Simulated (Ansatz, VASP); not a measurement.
One calculation of BN, two programs

```xyz
2
Lattice="0.0000 1.8409 1.7893 1.8409 0.0000 1.7893 1.8409 1.8409 0.0000" Properties=species:S:1:pos:R:3 pbc="T T T"
B     0.0000    0.0000    0.0000
N     0.9205    0.9205    0.8947
```

Change from the starting cell: epitaxial_xy strain +2.0%.

Alike in both runs: task single point; functional HSE06; k mesh 8 × 8 × 8; no spin polarisation.

|  | VASP | Ansatz |
| --- | --- | --- |
| version | VASP 6.6.1 | Ansatz 0.2.0 |
| potentials or method | VASP PAW PBE potentials, release 64 (B, N) | plane waves, PAW |
| plane-wave cutoff (eV) | 520 | 420 |
| occupations | gaussian, width 0.01 eV | fixed |
| valence electrons in the cell | 8 | 8 |

```csv
,VASP,Ansatz,Ansatz less VASP
gap on the k mesh at the Fermi level (eV),5.24,5.25,+0.013
pressure (GPa),-15.4,-15.8,-0.41
"traceless stress, the component that is largest in VASP (GPa)",11.47,11.46,-0.006
```

Ansatz's warnings: stress exchange threshold loose, stress scf threshold loose.
